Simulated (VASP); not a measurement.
# GaAs (Pm-3n) in VASP: notebook

GaAs is run at these levels: PBE; tasks: relaxation of cell and atoms.

Program: VASP 6.6.1. These are calculated values, not measurements. Logs are shortened: lines on timing, memory, paths and dates and some standing lists are left out, and cuts for length are marked.

### Step 1. The cell of the first run

Symmetry: Pm-3n, No. 223, cubic system. Conventional cell: a = 6.743 Å, b = 6.743 Å, c = 6.743 Å, α = 90.00°, β = 90.00°, γ = 90.00°. Within 3.1 Å of Ga (site symmetry -4m2) lie 4 As at 2.38 Å. Within 3.1 Å of As (site symmetry -4m2) lie 4 Ga at 2.38 Å.

The cell was built from a structure type or drawn by symmetry, and may not be a known phase.

### Step 2. Relaxation of cell and atoms, PBE

The input, INCAR:

```
SYSTEM = GaAs
ALGO = Normal ; EDIFF = 1E-6
EDIFFG = -0.04 ; ENCUT = 600
GGA = PE ; IBRION = 2
ISIF = 3 ; ISMEAR = 0
LASPH = .True. ; LCHARG = .False.
LREAL = .False. ; LWAVE = .False.
NELM = 80 ; NSW = 90
PREC = Accurate ; SIGMA = 0.1
```

The input, KPOINTS:

```
k-points
0
Gamma
  4 4 4
  0 0 0
```

The input, POSCAR:

```
GaAs
1.0
    6.7432531100      0.0000000000      0.0000000000
    0.0000000000      6.7432531100      0.0000000000
    0.0000000000      0.0000000000      6.7432531100
Ga As
6 6
Direct
    0.5000000000      0.0000000000      0.7500000000
    0.7500000000      0.5000000000      0.0000000000
    0.0000000000      0.7500000000      0.5000000000
    0.5000000000      0.0000000000      0.2500000000
    0.2500000000      0.5000000000      0.0000000000
    0.0000000000      0.2500000000      0.5000000000
    0.0000000000      0.5000000000      0.7500000000
    0.7500000000      0.0000000000      0.5000000000
    0.5000000000      0.7500000000      0.0000000000
    0.0000000000      0.5000000000      0.2500000000
    0.2500000000      0.0000000000      0.5000000000
    0.5000000000      0.2500000000      0.0000000000
```

Potentials or basis: VASP PAW PBE potentials, release 64 (Ga_d, As).

Launch:

```bash
> cat potpaw_PBE.64/Ga_d/POTCAR potpaw_PBE.64/As/POTCAR > POTCAR
> mpirun -np 1 vasp_std > vasp.out
```

OUTCAR:

```text
SYSTEM = GaAs
   EDIFF = 1E-6
   EDIFFG = -0.04
   ENCUT = 600
   GGA = PE
   IBRION = 2
   ISIF = 3
   ISMEAR = 0
   LASPH = .True.
   LREAL = .False.
   NELM = 80
   NSW = 90
   PREC = Accurate

 ion  position               nearest neighbor table
   1  0.500  0.000  0.750-   8 2.38   9 2.38  11 2.38  12 2.38
   2  0.750  0.500  0.000-   7 2.38   9 2.38  10 2.38  12 2.38
   3  0.000  0.750  0.500-   7 2.38   8 2.38  10 2.38  11 2.38
   4  0.500  0.000  0.250-   8 2.38   9 2.38  11 2.38  12 2.38
   5  0.250  0.500  0.000-   7 2.38   9 2.38  10 2.38  12 2.38
   6  0.000  0.250  0.500-   7 2.38   8 2.38  10 2.38  11 2.38
   7  0.000  0.500  0.750-   2 2.38   3 2.38   5 2.38   6 2.38
   8  0.750  0.000  0.500-   1 2.38   3 2.38   4 2.38   6 2.38
   9  0.500  0.750  0.000-   1 2.38   2 2.38   4 2.38   5 2.38
  10  0.000  0.500  0.250-   2 2.38   3 2.38   5 2.38   6 2.38
  11  0.250  0.000  0.500-   1 2.38   3 2.38   4 2.38   6 2.38
  12  0.500  0.250  0.000-   1 2.38   2 2.38   4 2.38   5 2.38

  LATTYP: Found a simple cubic cell.
 ALAT       =     6.7432531100

  Lattice vectors:

 A1 = (   6.7432531100,   0.0000000000,   0.0000000000)
 A2 = (   0.0000000000,   6.7432531100,   0.0000000000)
 A3 = (   0.0000000000,   0.0000000000,   6.7432531100)

Analysis of symmetry for initial positions (statically):
=====================================================================
 Subroutine PRICEL returns:
 Original cell was already a primitive cell.

 Routine SETGRP: Setting up the symmetry group for a
 simple cubic supercell.

 Subroutine GETGRP returns: Found 48 space group operations
 (whereof 24 operations were pure point group operations)
 out of a pool of 48 trial point group operations.

The static configuration has the point symmetry T_h .
 The point group associated with its full space group is O_h .

Analysis of symmetry for dynamics (positions and initial velocities):
=====================================================================
 Subroutine PRICEL returns:
 Original cell was already a primitive cell.

 Routine SETGRP: Setting up the symmetry group for a
 simple cubic supercell.

 Subroutine GETGRP returns: Found 48 space group operations
 (whereof 24 operations were pure point group operations)
 out of a pool of 48 trial point group operations.

The dynamic configuration has the point symmetry T_h .
 The point group associated with its full space group is O_h .

 Subroutine INISYM returns: Found 48 space group operations
 (whereof 24 operations are pure point group operations),
 and found     1 'primitive' translations

----------------------------------------------------------------------------------------

                                     Primitive cell

  volume of cell :     306.6256

  direct lattice vectors                    reciprocal lattice vectors
     6.743253110  0.000000000  0.000000000     0.148296376  0.000000000  0.000000000
     0.000000000  6.743253110  0.000000000     0.000000000  0.148296376  0.000000000
     0.000000000  0.000000000  6.743253110     0.000000000  0.000000000  0.148296376

  length of vectors
     6.743253110  6.743253110  6.743253110     0.148296376  0.148296376  0.148296376

  position of ions in fractional coordinates (direct lattice)
     0.500000000  0.000000000  0.750000000
     0.750000000  0.500000000  0.000000000
     0.000000000  0.750000000  0.500000000
     0.500000000  0.000000000  0.250000000
     0.250000000  0.500000000  0.000000000
     0.000000000  0.250000000  0.500000000
     0.000000000  0.500000000  0.750000000
     0.750000000  0.000000000  0.500000000
     0.500000000  0.750000000  0.000000000
     0.000000000  0.500000000  0.250000000
     0.250000000  0.000000000  0.500000000
     0.500000000  0.250000000  0.000000000

  ion indices of the primitive-cell ions
   primitive index   ion index
                 1           1
                 2           2
                 3           3
                 4           4
                 5           5
                 6           6
                 7           7
                 8           8
                 9           9
                10          10
                11          11
                12          12

----------------------------------------------------------------------------------------

 KPOINTS: k-points

Automatic generation of k-mesh.
 Grid dimensions read from file:
 generate k-points for:    4    4    4

 Generating k-lattice:

  Cartesian coordinates                     Fractional coordinates (reciprocal lattice)
     0.037074094  0.000000000  0.000000000     0.250000000  0.000000000  0.000000000
     0.000000000  0.037074094  0.000000000     0.000000000  0.250000000  0.000000000
     0.000000000  0.000000000  0.037074094     0.000000000  0.000000000  0.250000000

  Length of vectors
     0.037074094  0.037074094  0.037074094

  Shift w.r.t. Gamma in fractional coordinates (k-lattice)
     0.000000000  0.000000000  0.000000000

 Subroutine IBZKPT returns following result:
 ===========================================

 Found     10 irreducible k-points:

 Following reciprocal coordinates:
            Coordinates               Weight
  0.000000  0.000000  0.000000      1.000000
  0.250000  0.000000  0.000000      6.000000
  0.500000  0.000000  0.000000      3.000000
  0.250000  0.250000  0.000000     12.000000
  0.500000  0.250000  0.000000     12.000000
  0.500000  0.500000  0.000000      3.000000
  0.250000  0.250000  0.250000      8.000000
  0.500000  0.250000  0.250000     12.000000
  0.500000  0.500000  0.250000      6.000000
  0.500000  0.500000  0.500000      1.000000
   k-points           NKPTS =     10   k-points in BZ     NKDIM =     10   number of bands    NBANDS=     64
   number of dos      NEDOS =    301   number of ions     NIONS =     12
   total plane-waves  NPLWV = 157464
   dimension x,y,z NGX =    54 NGY =   54 NGZ =   54
   dimension x,y,z NGXF=   108 NGYF=  108 NGZF=  108
   ions per type =               6   6
   NGX,Y,Z   is equivalent  to a cutoff of  13.31, 13.31, 13.31 a.u.
   NGXF,Y,Z  is equivalent  to a cutoff of  26.63, 26.63, 26.63 a.u.
 SYSTEM =  GaAs
   PREC   = accura    normal or accurate (medium, high low for compatibility)
   ISTART =      0    job   : 0-new  1-cont  2-samecut
   ICHARG =      2    charge: 1-file 2-atom 10-const
   ISPIN  =      1    spin polarized calculation?
   LNONCOLLINEAR =      F non collinear calculations
   LSORBIT =      F    spin-orbit coupling
   LASPH  =      T    aspherical Exc in radial PAW
   ENCUT  =  600.0 eV  44.10 Ry    6.64 a.u.  13.47 13.47 13.47*2*pi/ulx,y,z
   NELM   =     80;   NELMIN=  2; NELMDL= -5     # of ELM steps
   EDIFF  = 0.1E-05   stopping-criterion for ELM
   LREAL  =      F    real-space projection
   EDIFFG = -.4E-01   stopping-criterion for IOM
   NSW    =     90    number of steps for IOM
   IBRION =      2    ionic relax: 0-MD 1-quasi-New 2-CG
   NFREE  =      1    steps in history (QN), initial steepest desc. (CG)
   ISIF   =      3    stress and relaxation
   ISYM   =      2    0-nonsym 1-usesym 2-fastsym
   POTIM  = 0.5000    time-step for ionic-motion
   TEBEG  =    0.0;   TEEND  =   0.0 temperature during run
   PSTRESS=    0.0 pullay stress
   NELECT =     108.0000    total number of electrons
   NUPDOWN=      -1.0000    fix difference up-down
   EMIN   =  10.00;   EMAX   =-10.00  energy-range for DOS
   EFERMI =   0.00;   METHOD = LEGACY
   ISMEAR =     0;   SIGMA  =   0.10  broadening in eV -4-tet -1-fermi 0-gaus
   EFERMI_NEDOS =   21; number of points for ismear=-14 and -15
   IALGO  =     38    algorithm
   IMIX   =      4    mixing-type and parameters
     AMIX     =   0.40;   BMIX     =  1.00
     AMIX_MAG =   1.60;   BMIX_MAG =  1.00
  volume/ion in A,a.u.               =      25.55       172.43
  Fermi-wavevector in a.u.,A,eV,Ry     =   1.156148  2.184802 18.186599  1.336677
  Thomas-Fermi vector in A             =   2.292770
   LORBIT       =      0    0 simple, 1 ext, 2 COOP (PROOUT), +10 PAW based schemes
   GGA     = PE    functional components
   LHFCALC =     F    Hartree Fock is set to
   AEXX    =    0.0000 exact exchange contribution
   IVDW    =     0    specifies the selected vdW correction
   LEPSILON=     F    determine dielectric tensor
   LRPA    =     F    only Hartree local field effects (RPA)
 conjugate gradient relaxation of ions
 non-spin polarized calculation
 Gauss-broadening in eV      SIGMA  =   0.10
  energy-cutoff  :      600.00
  volume of cell :      306.63
 maximum number of plane-waves:     10274
 NGX is ok and might be reduce to    54
   NGX = 27   NGY = 27   NGZ = 27

--------------------------------------- Ionic step        1  -------------------------------------------

 number of electron     108.0000007 magnetization

 Free energy of the ion-electron system (eV)
  ---------------------------------------------------
  ext. energy  EPLUGINS =         0.00000000
  ---------------------------------------------------
  free energy    TOTEN  =       -46.44571050 eV

  energy without entropy =      -46.44571027  energy(sigma->0) =      -46.44571039

------------------------ aborting loop because EDIFF is reached ----------------------------------------

  FORCE on cell =-STRESS in cart. coord.  units (eV):
  Direction    XX          YY          ZZ          XY          YZ          ZX
  --------------------------------------------------------------------------------------
  -------------------------------------------------------------------------------------
  Total       18.9185381     18.9185381     18.9185381      0.0000000      0.0000000     -0.0000000
  in kB       98.8529814     98.8529814     98.8529814      0.0000000      0.0000000     -0.0000000
  external PRESSURE =      98.8529814 kB  Pullay stress =       0.0000000 kB
[... 77 lines left out ...]
  energy  without entropy=      -47.5544929514  energy(sigma->0) =      -47.55623461

--------------------------------------- Ionic step        3  -------------------------------------------

 number of electron     107.9999933 magnetization

 Free energy of the ion-electron system (eV)
  ---------------------------------------------------
  ext. energy  EPLUGINS =         0.00000000
  ---------------------------------------------------
  free energy    TOTEN  =       -47.77624464 eV

  energy without entropy =      -47.77293213  energy(sigma->0) =      -47.77458838

 E-fermi :   2.0195     XC(G=0):  -8.0017

 val. band max:        1.9703598916   @ k =   0.0000   0.0000   0.0000
 cond. band min:       2.7448935968   @ k =   0.2500   0.0000   0.0000
 fundamental gap:      0.7745337051
 Fermi energy:         2.0195238321

 k-point     1 :       0.0000    0.0000    0.0000
  band No.  band energies     occupation
      1     -12.9112      2.00000
      2     -12.9112      2.00000
      3     -12.9112      2.00000
      4     -12.8392      2.00000
      5     -12.8392      2.00000
      6     -12.8336      2.00000
[... 698 lines left out ...]
  FREE ENERGIE OF THE ION-ELECTRON SYSTEM (eV)
  ---------------------------------------------------
  free  energy   TOTEN  =       -47.7762446411 eV

  energy  without entropy=      -47.7729321251  energy(sigma->0) =      -47.77458838

 reached required accuracy - stopping structural energy minimisation
```

Wall time 8.6 min (1 thread of Intel Xeon 6975P-C (Granite Rapids), shared host); peak memory 0.52 GiB.

Results:

```yaml
Free_energy: -47.7762 eV
Relaxed_volume: 29.70 Å³/atom
Relaxed_cell: a = 7.090 Å, b = 7.090 Å, c = 7.090 Å, α = 90.00°, β = 90.00°, γ = 90.00°
Space_group_after_relaxing_to_0.1_Å: Pm-3n (No. 223)
Energy_gained_by_relaxing: 110.9 meV/atom
Ionic_steps: 3
Pressure_after_relaxing: 0.1 GPa
```

The path:
```tsv
step	energy change (eV)	largest force (eV/Å)	pressure (GPa)	volume (Å³)
1	0.0000	0.0000	9.89	306.63
2	-1.1123	0.0000	-2.63	382.04
3	-1.3305	0.0000	0.13	356.34
```

Final structure:
```
CELL_PARAMETERS angstrom
7.08963 0.00000 0.00000
0.00000 7.08963 0.00000
0.00000 0.00000 7.08963
ATOMIC_POSITIONS crystal
Ga 0.50000 0.00000 0.75000
Ga 0.75000 0.50000 0.00000
Ga 0.00000 0.75000 0.50000
Ga 0.50000 0.00000 0.25000
Ga 0.25000 0.50000 0.00000
Ga 0.00000 0.25000 0.50000
As 0.00000 0.50000 0.75000
As 0.75000 0.00000 0.50000
As 0.50000 0.75000 0.00000
As 0.00000 0.50000 0.25000
As 0.25000 0.00000 0.50000
As 0.50000 0.25000 0.00000
```

Levels at points of the mesh, in eV from the Fermi level:
```
           k point  band 50  band 51  band 52  band 53  band 54  band 55  band 56  band 57  band 58  band 59
(0.00, 0.00, 0.00)    -1.65    -1.65    -0.06    -0.06    -0.06    -0.05     0.82     0.82     0.82     2.16
(0.50, 0.00, 0.00)    -2.03    -0.93    -0.93    -0.38    -0.38     0.75     0.75     2.05     2.05     2.45
(0.50, 0.50, 0.00)    -1.72    -1.19    -1.19    -0.92    -0.43     1.60     1.60     2.09     2.19     2.88
(0.50, 0.50, 0.50)    -2.36    -1.60    -1.60    -1.60    -1.60     2.78     2.78     2.78     2.78     2.78
```

Caveat: the volume moved by over 15 % at a fixed basis, so the end points are rough.

### Step 3. Relaxation of cell and atoms, PBE

This run uses another cell than the first one, of 29.63 Å³/atom.

The input, INCAR:

```
ALGO = Fast ; EDIFF = 1E-6
EDIFFG = -0.01 ; ENCUT = 600
GGA = PE ; IBRION = 2
ISIF = 3 ; ISMEAR = 0
LASPH = T ; LCHARG = F
LREAL = F ; LWAVE = F
NELM = 60 ; NSW = 100
PREC = Accurate ; SIGMA = 0.1
```

The input, KPOINTS:

```
k-points
0
Gamma
  6 6 6
```

Changes to POSCAR since step 2:

```diff
@@ -2,5 +2,5 @@
 1.0
-    6.7432531100      0.0000000000      0.0000000000
-    0.0000000000      6.7432531100      0.0000000000
-    0.0000000000      0.0000000000      6.7432531100
+    7.0847271589      0.0000000000      0.0000000000
+    0.0000000000      7.0847271589      0.0000000000
+    0.0000000000      0.0000000000      7.0847271589
 Ga As
```

Potentials or basis: VASP PAW PBE potentials, release 64 (Ga_d, As).

Launch:

```bash
> cat potpaw_PBE.64/Ga_d/POTCAR potpaw_PBE.64/As/POTCAR > POTCAR
> mpirun -np 1 vasp_std > vasp.out
```

Run time: 33 min. Hardware: 1 thread of Oxide Virtual Turin-like, shared host; peak memory 0.77 GiB.

The run converged. Its results:

```yaml
Free_energy: -47.8127 eV
Relaxed_volume: 29.76 Å³/atom
Relaxed_cell: a = 7.094 Å, b = 7.094 Å, c = 7.094 Å, α = 90.00°, β = 90.00°, γ = 90.00°
Space_group_after_relaxing_to_0.1_Å: Pm-3n (No. 223)
Energy_gained_by_relaxing: 0.1 meV/atom
Ionic_steps: 2
Pressure_after_relaxing: 0.0 GPa
Band_gap_on_the_k_mesh: zero (filled and empty bands touch)
```

Step by step:
```csv
step,energy change (eV),largest force (eV/Å),pressure (GPa),volume (Å³)
1,0.0000,0.0000,0.15,355.61
2,-0.0006,0.0000,-0.04,357.07
```

Final structure:
```yaml
crystal:
  lattice:
    - [7.09444, 0.00000, 0.00000]
    - [0.00000, 7.09444, 0.00000]
    - [0.00000, 0.00000, 7.09444]
  atoms:
    - { symbol: Ga, position: [0.50000, 0.00000, 0.75000] }
    - { symbol: Ga, position: [0.75000, 0.50000, 0.00000] }
    - { symbol: Ga, position: [0.00000, 0.75000, 0.50000] }
    - { symbol: Ga, position: [0.50000, 0.00000, 0.25000] }
    - { symbol: Ga, position: [0.25000, 0.50000, 0.00000] }
    - { symbol: Ga, position: [0.00000, 0.25000, 0.50000] }
    - { symbol: As, position: [0.00000, 0.50000, 0.75000] }
    - { symbol: As, position: [0.75000, 0.00000, 0.50000] }
    - { symbol: As, position: [0.50000, 0.75000, 0.00000] }
    - { symbol: As, position: [0.00000, 0.50000, 0.25000] }
    - { symbol: As, position: [0.25000, 0.00000, 0.50000] }
    - { symbol: As, position: [0.50000, 0.25000, 0.00000] }
```

Levels at points of the mesh, in eV from the Fermi level:
| k point | band 50 | band 51 | band 52 | band 53 | band 54 | band 55 | band 56 | band 57 | band 58 | band 59 |
| --- | --- | --- | --- | --- | --- | --- | --- | --- | --- | --- |
| (0.00, 0.00, 0.00) | -1.67 | -1.67 | -0.09 | -0.08 | -0.08 | -0.08 | 0.80 | 0.80 | 0.80 | 2.13 |
| (0.50, 0.00, 0.00) | -2.05 | -0.95 | -0.95 | -0.41 | -0.41 | 0.73 | 0.73 | 2.02 | 2.02 | 2.43 |
| (0.50, 0.50, 0.00) | -1.74 | -1.21 | -1.21 | -0.94 | -0.45 | 1.57 | 1.57 | 2.06 | 2.16 | 2.86 |
| (0.50, 0.50, 0.50) | -2.38 | -1.62 | -1.62 | -1.62 | -1.62 | 2.75 | 2.75 | 2.75 | 2.75 | 2.75 |

Caveat: semilocal functionals underestimate gaps, so a narrow gap can read as zero.
